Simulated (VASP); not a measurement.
# C (I4_1/amd) in VASP: settings compared, part 2 of 2

VASP 6.6.1. The steps go on from the part before.

**3. Single point, HSE06 (uniaxial z strain +4.0%)**

File POSCAR:

```
C
1.0
    0.0000000000      1.7801241425      1.8513291082
    1.7801241425      0.0000000000      1.8513291082
    1.7801241425      1.7801241425      0.0000000000
C
2
Direct
    0.0000000000      0.0000000000      0.0000000000
    0.2500000000      0.2500000000      0.2500000000
```

File INCAR.step1:

```
SYSTEM = C
ALGO = Normal
EDIFF = 1E-5
ENCUT = 520
GGA = PE
ISIF = 2
ISMEAR = 0
LASPH = .TRUE.
LREAL = .FALSE.
LWAVE = .TRUE.
NBANDS = 11
NELM = 80
PREC = Accurate
SIGMA = 0.01
```

File INCAR.step2:

```
SYSTEM = C
ALGO = Normal
EDIFF = 1E-7
ENCUT = 520
GGA = PE
HFSCREEN = 0.2079
ISIF = 2
ISMEAR = 0
ISTART = 1
LASPH = .TRUE.
LCHARG = .TRUE.
LELF = .TRUE.
LHFCALC = .TRUE.
LREAL = .FALSE.
LVHAR = .TRUE.
LWAVE = .FALSE.
NBANDS = 11
NELM = 80
PREC = Accurate
PRECFOCK = Normal
SIGMA = 0.01
```

File KPOINTS:

```
k-points
0
G
  8 8 8
  0 0 0
```

Potentials or basis: VASP PAW PBE potentials, release 64 (C).

Run with:

```bash
cat potpaw_PBE.64/C/POTCAR > POTCAR
cp INCAR.step1 INCAR
mpirun -np 1 vasp_std > vasp.out
cp INCAR.step2 INCAR
mpirun -np 1 vasp_std > vasp.out
```

OUTCAR:

```text
SYSTEM = C
   EDIFF = 1E-7
   ENCUT = 520
   GGA = PE
   HFSCREEN = 0.2079
   ISIF = 2
   ISMEAR = 0
   ISTART = 1
   LASPH = .TRUE.
   LHFCALC = .TRUE.
   LREAL = .FALSE.
   NELM = 80
   PREC = Accurate
   PRECFOCK = Normal

 ion  position               nearest neighbor table
   1  0.000  0.000  0.000-   2 1.56   2 1.56   2 1.56   2 1.56
   2  0.250  0.250  0.250-   1 1.56   1 1.56   1 1.56   1 1.56

  LATTYP: Found a body centered tetragonal cell.
 ALAT       =     2.5174757050
 C/A-ratio  =     1.4707821049

  Lattice vectors:

 A1 = (  -1.7801241425,   0.0000000000,   1.8513291082)
 A2 = (   1.7801241425,   0.0000000000,   1.8513291082)
 A3 = (   0.0000000000,   1.7801241425,  -1.8513291082)

Analysis of symmetry for initial positions (statically):
=====================================================================
 Subroutine PRICEL returns:
 Original cell was already a primitive cell.

 Routine SETGRP: Setting up the symmetry group for a
 body centered tetragonal supercell.

 Subroutine GETGRP returns: Found 16 space group operations
 (whereof  8 operations were pure point group operations)
 out of a pool of 16 trial point group operations.

The static configuration has the point symmetry D_2d.
 The point group associated with its full space group is D_4h.

Analysis of symmetry for dynamics (positions and initial velocities):
=====================================================================
 Subroutine PRICEL returns:
 Original cell was already a primitive cell.

 Routine SETGRP: Setting up the symmetry group for a
 body centered tetragonal supercell.

 Subroutine GETGRP returns: Found 16 space group operations
 (whereof  8 operations were pure point group operations)
 out of a pool of 16 trial point group operations.

The dynamic configuration has the point symmetry D_2d.
 The point group associated with its full space group is D_4h.

 Subroutine INISYM returns: Found 16 space group operations
[... 130 lines left out ...]
   HFSCREEN=    0.2079 screening length (either q_TF or 0.3 A-1)
   HFSCREENC=   0.2079 screening length for correlation (either q_TF or 0.3 A-1)
   ENCUTFOCK=  -1.0 apply spherical cutoff to Coloumb kernel
   IVDW    =     0    specifies the selected vdW correction
   LEPSILON=     F    determine dielectric tensor
   LRPA    =     F    only Hartree local field effects (RPA)
 non-spin polarized calculation
 Gauss-broadening in eV      SIGMA  =   0.01
  energy-cutoff  :      520.00
  volume of cell :       11.73
 maximum number of plane-waves:       334
  NGX = 16; NGY = 16; NGZ = 16

 number of electron       8.0000000 magnetization

 Free energy of the ion-electron system (eV)
  ---------------------------------------------------
  ext. energy  EPLUGINS =         0.00000000
  ---------------------------------------------------
  free energy    TOTEN  =       -20.97744167 eV

  energy without entropy =      -20.97744167  energy(sigma->0) =      -20.97744167

 E-fermi :   8.9724     XC(G=0): -10.6959

 val. band max:        8.8501643185   @ k =   0.0000   0.0000   0.0000
 cond. band min:      13.5297377530   @ k =   0.3750   0.0000   0.3750
 fundamental gap:      4.6795734344
 Fermi energy:         8.9723839660

 k-point     1 :       0.0000    0.0000    0.0000
  band No.  band energies     occupation
      1     -14.4260      2.00000
      2       8.2173      2.00000
      3       8.8502      2.00000
      4       8.8502      2.00000
      5      15.3569      0.00000
      6      15.3569      0.00000
      7      15.8500      0.00000
      8      23.0647      0.00000
      9      29.0470      0.00000
     10      35.3173      0.00000
     11      36.1777      0.00000
[... 309 lines left out ...]
 k-point    24 :       0.3750    0.0000    0.1250
  band No.  band energies     occupation
      1     -10.7999      2.00000
      2      -1.1770      2.00000
      3       4.7063      2.00000
      4       5.4959      2.00000
      5      16.6629      0.00000
      6      19.5721      0.00000
      7      20.7321      0.00000
      8      23.4120      0.00000
      9      31.2732      0.00000
     10      32.2156      0.00000
     11      36.1909      0.00000

 [... further k-points ...]

------------------------ aborting loop because EDIFF is reached ----------------------------------------

  FORCE on cell =-STRESS in cart. coord.  units (eV):
  Direction    XX          YY          ZZ          XY          YZ          ZX
  --------------------------------------------------------------------------------------
  -------------------------------------------------------------------------------------
  Total       -0.6231930     -0.6231930     -3.4461714      0.0000000      0.0000000      0.0000000
  in kB      -85.0979162    -85.0979162   -470.5797623      0.0000000      0.0000000      0.0000000
  external PRESSURE =    -213.5918649 kB  Pullay stress =       0.0000000 kB

 VOLUME and BASIS-vectors are now :
 -----------------------------------------------------------------------------
  energy-cutoff  :      520.00
  volume of cell :       11.73
      direct lattice vectors                 reciprocal lattice vectors
     0.000000000  1.780124143  1.851329108    -0.280879287  0.280879287  0.270076238
     1.780124143  0.000000000  1.851329108     0.280879287 -0.280879287  0.270076238
     1.780124143  1.780124143  0.000000000     0.280879287  0.280879287 -0.270076238

 POSITION                                       TOTAL-FORCE (eV/Angst)
 -----------------------------------------------------------------------------------
      0.00000      0.00000      0.00000         0.000000      0.000000      0.000000
      0.89006      0.89006      0.92566        -0.000000     -0.000000     -0.000000
 -----------------------------------------------------------------------------------
    total drift:                               -0.000000     -0.000000      0.000000

  FREE ENERGIE OF THE ION-ELECTRON SYSTEM (eV)
  ---------------------------------------------------
  free  energy   TOTEN  =       -20.9774416678 eV

  energy  without entropy=      -20.9774416678  energy(sigma->0) =      -20.97744167
```

OUTCAR.step1:

```text
SYSTEM = C
   EDIFF = 1E-5
   ENCUT = 520
   GGA = PE
   ISIF = 2
   ISMEAR = 0
[... 560 lines left out ...]
 -----------------------------------------------------------------------------------
      0.00000      0.00000      0.00000        -0.000000     -0.000000      0.000000
      0.89006      0.89006      0.92566         0.000000      0.000000     -0.000000
 -----------------------------------------------------------------------------------
    total drift:                                0.000000      0.000000      0.000000

  FREE ENERGIE OF THE ION-ELECTRON SYSTEM (eV)
  ---------------------------------------------------
  free  energy   TOTEN  =       -18.1389033466 eV

  energy  without entropy=      -18.1389033466  energy(sigma->0) =      -18.13890335
```

OSZICAR.step1:

```text
N       E                     dE             d eps       ncg     rms          rms(c)
DAV:   1    -0.582411084365E+00   -0.58241E+00   -0.47293E+03  1362   0.718E+02
DAV:   2    -0.183702014111E+02   -0.17788E+02   -0.16868E+02  1665   0.120E+02
DAV:   3    -0.187117739493E+02   -0.34157E+00   -0.34106E+00  1478   0.126E+01
DAV:   4    -0.187123235870E+02   -0.54964E-03   -0.54962E-03  1432   0.640E-01
DAV:   5    -0.187123243175E+02   -0.73056E-06   -0.73059E-06  1469   0.213E-02    0.531E+00
DAV:   6    -0.182820502726E+02    0.43027E+00   -0.22504E-01  1346   0.331E+00    0.317E+00
DAV:   7    -0.181371239725E+02    0.14493E+00   -0.27879E-01  1370   0.373E+00    0.703E-01
DAV:   8    -0.181388396029E+02   -0.17156E-02   -0.79301E-03  1352   0.658E-01    0.424E-02
DAV:   9    -0.181388831394E+02   -0.43536E-04   -0.62469E-05  1538   0.635E-02    0.237E-02
DAV:  10    -0.181389032889E+02   -0.20150E-04   -0.15762E-05  1385   0.344E-02    0.515E-03
DAV:  11    -0.181389033466E+02   -0.57657E-07   -0.24519E-07   691   0.449E-03
   1 F= -.18138903E+02 E0= -.18138903E+02  d E =-.799172-116
```

Run time: 23 min. Hardware: 1 thread of Intel Xeon Platinum 8259CL at 2.50GHz (Skylake/Cascade Lake), shared host; peak memory 0.23 GiB.

What came out:

* Free energy: -20.9774 eV
* Pressure: -21.4 GPa
* Band gap on the k mesh: 4.68 eV (least direct gap 6.51 eV)

Stress tensor (GPa, compression positive):
```
 -8.51   0.00   0.00
  0.00  -8.51   0.00
  0.00   0.00 -47.06
```

Caveat: the cell differs from its parent crystal (uniaxial z strain +4.0%); the cell stands under tension; the PAW data sets were made with another functional, which shifts forces and pressure a little. A k mesh can miss the band edges.
